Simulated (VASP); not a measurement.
Input of a VASP 6.6.1 run:

File INCAR:

```
PREC = Accurate
ENCUT = 520
EDIFF = 1E-6
ISMEAR = -1
SIGMA = 0.1
LREAL = F
LASPH = T
NELM = 80
ALGO = Normal
ISIF = 2
LWAVE = F
LCHARG = T
GGA = PE
LELF = T
LVHAR = T
NBANDS = 42
```

File KPOINTS:

```
Automatic mesh
0
Gamma
  4 4 4
```

File POSCAR:

```
Ag2GeCSe4
1.0
   -3.3742762878      4.0399393863      3.3037296553
    3.3742762878     -4.0399393863      3.3037296553
    3.3742762878      4.0399393863     -3.3037296553
Ge C Ag Se
1 1 2 4
Direct
    0.5000000000      0.5000000000      0.0000000000
    0.0000000000      0.0000000000      0.0000000000
    0.7719220018      0.2719220018      0.5000000000
    0.2280779982      0.7280779982      0.5000000000
    0.9801140044      0.9975026446      0.3192200920
    0.6782825525      0.6608939123      0.6807799080
    0.0198859956      0.3391060877      0.0173886402
    0.3217174475      0.0024973554      0.9826113598
```

Potentials or basis: VASP PAW PBE potentials, release 64 (Ge_d, C, Ag, Se).

Run with:

```sh
$ cat potpaw_PBE.64/Ge_d/POTCAR potpaw_PBE.64/C/POTCAR potpaw_PBE.64/Ag/POTCAR potpaw_PBE.64/Se/POTCAR > POTCAR
$ mpirun -np 1 vasp_std > vasp.out
```

Q: What does it give for the largest force?

A: 0.029 eV/Å.

Q: Predict the pressure.

A: 0.1 GPa.

Q: Estimate the band gap on the k mesh.

A: 0.33 eV, indirect (least direct gap 0.92 eV).

Forces on the atoms (eV/Å):
```
Ge   0.000  0.000  0.000
C    0.000  0.000  0.000
Ag   0.000  0.000  0.001
Ag   0.000  0.000 -0.001
Se   0.009  0.023 -0.016
Se  -0.009 -0.023 -0.016
Se   0.009 -0.023  0.016
Se  -0.009  0.023  0.016
```

A k mesh can miss the band edges.
